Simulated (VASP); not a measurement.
A run of VASP 6.6.1:

File INCAR:

```
PREC     = Accurate       # precision mode
ENCUT    = 600            # plane-wave cutoff, eV
EDIFF    = 1E-6           # SCF threshold, eV
ISMEAR   = 0              # smearing method
SIGMA    = 0.1            # smearing width, eV
LREAL    = False          # projectors in reciprocal space
LASPH    = True           # aspherical terms in the spheres
NELM     = 60             # most SCF steps
ALGO     = Normal         # electronic algorithm
ISIF     = 3              # what is computed and relaxed
LWAVE    = False          # write WAVECAR
LCHARG   = False          # write CHGCAR
GGA      = PE             # functional
IBRION   = 2              # ionic algorithm
NSW      = 100            # ionic steps
EDIFFG   = -0.01          # ionic threshold
```

File KPOINTS:

```
Automatic mesh
0
Gamma
  8 8 8
```

POSCAR

```
ScSn3Se
1.0
    5.5456155550      0.0000000000      0.0000000000
    0.0000000000      5.5456155550      0.0000000000
    0.0000000000      0.0000000000      5.5456155550
Sc Sn Se
1 3 1
Direct
    0.0000000000      0.0000000000      0.0000000000
    0.5000000000      0.0000000000      0.0000000000
    0.0000000000      0.5000000000      0.0000000000
    0.0000000000      0.0000000000      0.5000000000
    0.5000000000      0.5000000000      0.5000000000
```

Potentials or basis: VASP PAW PBE potentials, release 64 (Sc_sv, Sn_d, Se).

The run is started by

```bash
$ cat potpaw_PBE.64/Sc_sv/POTCAR potpaw_PBE.64/Sn_d/POTCAR potpaw_PBE.64/Se/POTCAR > POTCAR
$ mpirun -np 1 vasp_std > vasp.out
```

Hardware: 1 thread of AMD EPYC 9R45 96-Core Processor (Zen 5), with other jobs on the host.

How long does it take, and how much memory?

Wall time 5 min on 1 thread of AMD EPYC 9R45 96-Core Processor (Zen 5), with other jobs on the host, peak memory 0.47 GiB. Counts: scf iterations 22, k points 35, ion steps 2.
